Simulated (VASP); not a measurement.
## BaTiO3: single point with r2SCAN+U

BaTiO3:

```
Ba Ti O
1.0
     4.06253    0.00000    0.00000
     0.02325    8.12502    0.00000
     0.01163    0.01160    4.06250
Ba Ti O
2 2 6
Direct
  0.00000 0.00000 0.00000
  0.00000 0.50000 0.00000
  0.48930 0.24465 0.48930
  0.48930 0.74465 0.48930
  0.51130 0.25565 0.02000
  0.51130 0.75565 0.02000
  0.02000 0.25565 0.51130
  0.02000 0.75565 0.51130
  0.51130 0.01000 0.51130
  0.51130 0.51000 0.51130
```

```json
{
  "Program": "VASP 6.6.1",
  "Task": "single point",
  "Functional": "r2SCAN",
  "Potentials or basis": "VASP PAW PBE potentials, release 64 (Ba_sv, Ti_sv, O)",
  "Cutoff": "520 eV",
  "k mesh": "5 × 3 × 5",
  "Occupations": "fermi-dirac, width 0.0227 eV",
  "Spin": "collinear spin, zero start",
  "Starting moments": "[0.0, 0.0, 0.0, 0.0, 0.0, 0.0, 0.0, 0.0, 0.0, 0.0] μB",
  "Hubbard terms": "Ti d U = 4.22 eV",
  "Dipole correction": "no",
  "Further INCAR settings": "ALGO = Normal; EDIFF = 1e-06; NBANDS = 55"
}
```

The pressure is -0.6 GPa and the largest force is 0.657 eV/Å. The band gap on the k mesh is 3.14 eV and the net moment is 0.00 μB per cell. The valence electrons inside the program's atomic spheres are Ba 7.96; Ti 9.99; O 5.07.

Forces in eV/Å, atoms in the order of the input:
```
Ba   0.008  0.008  0.008
Ba   0.008  0.008  0.008
Ti   0.381  0.378  0.379
Ti   0.381  0.378  0.379
O   -0.008 -0.008 -0.371
O   -0.008 -0.008 -0.371
O   -0.371 -0.007 -0.007
O   -0.371 -0.007 -0.007
O   -0.010 -0.370 -0.009
O   -0.010 -0.370 -0.009
```

Stress tensor (GPa, compression positive):
```
-0.56 -0.14 -0.14
-0.14 -0.56 -0.14
-0.14 -0.14 -0.56
```

Levels at points of the mesh, in eV from the valence-band top:
Spin up:
| k point | band 38 | band 39 | band 40 | band 41 | band 42 | band 43 |
| --- | --- | --- | --- | --- | --- | --- |
| (0.00, 0.00, 0.00) | -0.40 | -0.35 | -0.35 | 3.14 | 3.14 | 3.22 |
Spin down:
```csv
k point,band 36,band 37,band 38,band 39,band 40,band 41,band 42,band 43,band 44,band 45
"(0.00, 0.00, 0.00)",-0.89,-0.83,-0.40,-0.35,-0.35,3.14,3.14,3.22,3.31,4.46
```

Eigenvalues of the final occupation matrices:
```
    site  spin  trace               eigenvalues
site 3 d     1   0.77  0.10 0.10 0.10 0.23 0.23
site 3 d     2   0.77  0.10 0.10 0.10 0.23 0.23
site 4 d     1   0.77  0.10 0.10 0.10 0.23 0.23
site 4 d     2   0.77  0.10 0.10 0.10 0.23 0.23
```

Run time: 11 min on 1 thread of Intel(R) Xeon(R) 6975P-C (Granite Rapids), on a shared host, peak memory 0.46 GiB.

Caveat: the PAW data sets were made with another functional, which shifts forces and pressure a little; spin-orbit coupling is left out, which moves the levels of the heavy elements; an odd mesh through Γ misses points on the zone boundary, where band edges can lie.
